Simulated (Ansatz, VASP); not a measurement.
I: VASP beside Ansatz

```
I
1.0
    12.00000    0.00000    0.00000
     0.00000   12.30000    0.00000
     0.00000    0.00000   12.60000
I
2
Direct
  0.50000 0.50000 0.39450
  0.50000 0.50000 0.60550
```

Alike in both runs: functional PBEsol; k mesh 1 × 1 × 1; occupations fermi-dirac, width 0.01 eV; no spin polarisation.

Ansatz relaxed the structure, and its values are those at the end. VASP's run is a single point on that final structure, the one shown.

```csv
,VASP,Ansatz
version,VASP 6.6.1,Ansatz 0.2.0
potentials or method,"VASP PAW PBE potentials, release 64 (I), cutoff 520 eV","plane waves (420 eV) with PAW, scalar-relativistic"
valence electrons in the cell,14,34
```

VASP gave:

| Property | Result |
| --- | --- |
| gap on the k mesh at the Fermi level (eV) | 1.88 |
| rms of the force components (eV/Å) | 0.001 |

Task: Which values does Ansatz return?

Result: gap on the k mesh at the Fermi level (eV): 1.86; rms of the force components (eV/Å): 0.004.

VASP's potentials were made for PBE, not for PBEsol, and Ansatz warns of the same on its side. VASP's potentials hold 14 valence electrons a cell and Ansatz's 34, so a difference there can come from the potentials and not from the codes. Ansatz's warnings: xc potential rough in thin density.

Spin-orbit coupling is off throughout.
